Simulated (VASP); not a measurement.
Input of a VASP 6.6.1 run:

File INCAR:

```
PREC     = Accurate       # precision mode
ENCUT    = 520            # plane-wave cutoff, eV
EDIFF    = 1E-8           # SCF threshold, eV
ISMEAR   = -1             # smearing method
SIGMA    = 0.02           # smearing width, eV
LREAL    = F              # projectors in reciprocal space
LASPH    = T              # aspherical terms in the spheres
NELM     = 60             # most SCF steps
ALGO     = Normal         # electronic algorithm
ISIF     = 2              # what is computed and relaxed
LWAVE    = F              # write WAVECAR
LCHARG   = F              # write CHGCAR
GGA      = PS             # functional
LEFG     = T            
NBANDS   = 16             # bands
```

Contents of KPOINTS:

```
Automatic mesh
0
Gamma
  11 11 4
```

POSCAR

```
BN
1.0
    2.4701498301      0.0000000000      0.0000000000
   -1.2350749151      2.1392125040      0.0000000000
    0.0000000000      0.0000000000      6.5711727478
B N
2 2
Direct
    0.3333333333      0.6666666667      0.2500000000
    0.6666666667      0.3333333333      0.7500000000
    0.3333333333      0.6666666667      0.7500000000
    0.6666666667      0.3333333333      0.2500000000
```

Potentials or basis: VASP PAW PBE potentials, release 64 (B, N).

Command:

```bash
$ cat potpaw_PBE.64/B/POTCAR potpaw_PBE.64/N/POTCAR > POTCAR
$ mpirun -np 1 vasp_std > vasp.out
```

What does it give for the pressure?

11.4 GPa.

Estimate the band gap on the k mesh.

4.28 eV, indirect (least direct gap 4.67 eV).

Stress tensor (GPa, compression positive):
```
16.62  0.00  0.00
 0.00 16.62  0.00
 0.00  0.00  1.10
```

Caveat: without QUAD_EFG the Cq values of the log hold for a quadrupole moment of 1 mb, not for the nuclei; the PAW data sets were made with another functional, which shifts forces and pressure a little; this functional lacks dispersion, which binds the layers, so the pressure and a relaxed spacing across them are unreliable. A k mesh can miss the band edges.
